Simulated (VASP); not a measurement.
Write the native input for VASP 6.6.1 that does the following.

```yaml
Task: single point
Functional: PBEsol
Potentials_or_basis: VASP PAW PBE potentials, release 64 (K_sv, Ta_pv, O)
Cutoff: 520 eV
k_mesh: 8 × 8 × 8
Occupations: gaussian, width 0.05 eV
Spin: no spin polarisation
Dipole_correction: no
Further_INCAR_settings: ALGO = Normal; EDIFF = 1e-07; NBANDS = 27
```

The structure of KTaO3 lies in POSCAR:

```
KTaO3
1.0
    3.3875543774      0.0000000000      0.0000000000
    0.0000000000      3.9853580911      0.0000000000
    0.0000000000      0.0000000000      4.4237474811
K Ta O
1 1 3
Direct
    0.5000000000      0.5000000000      0.5000000000
    0.0000000000      0.0000000000      0.0000000000
    0.5000000000      0.0000000000      0.0000000000
    0.0000000000      0.5000000000      0.0000000000
    0.0000000000      0.0000000000      0.5000000000
```

This cell differs from its parent crystal: normal strain along x -0.1500, normal strain along z +0.1100.

The input as run:

INCAR

```
SYSTEM = KTaO3
PREC = Accurate
ENCUT = 520
EDIFF = 1E-7
ISMEAR = 0
SIGMA = 0.05
LREAL = .False.
LASPH = .True.
NELM = 60
ALGO = Normal
ISIF = 2
LWAVE = .False.
LCHARG = .False.
GGA = PS
NBANDS = 27
```

KPOINTS

```
Automatic mesh
0
Gamma
  8 8 8
  0 0 0
```

Potentials or basis: VASP PAW PBE potentials, release 64 (K_sv, Ta_pv, O).

The run is started by

```sh
$ cat potpaw_PBE.64/K_sv/POTCAR potpaw_PBE.64/Ta_pv/POTCAR potpaw_PBE.64/O/POTCAR > POTCAR
$ mpirun -np 1 vasp_std > vasp.out
```

Results of the run:

- Pressure: 40.5 GPa
- Band gap on the k mesh: 1.60 eV

Caveat: the cell differs from its parent crystal (normal strain along x -0.1500, normal strain along z +0.1100); the cell stands under pressure; the PAW data sets were made with another functional, which shifts forces and pressure a little; spin-orbit coupling is left out, which moves the levels of the heavy elements.

Wall time 4.8 min on 1 thread of Intel Xeon 8259CL, on a shared host, peak memory 0.32 GiB.
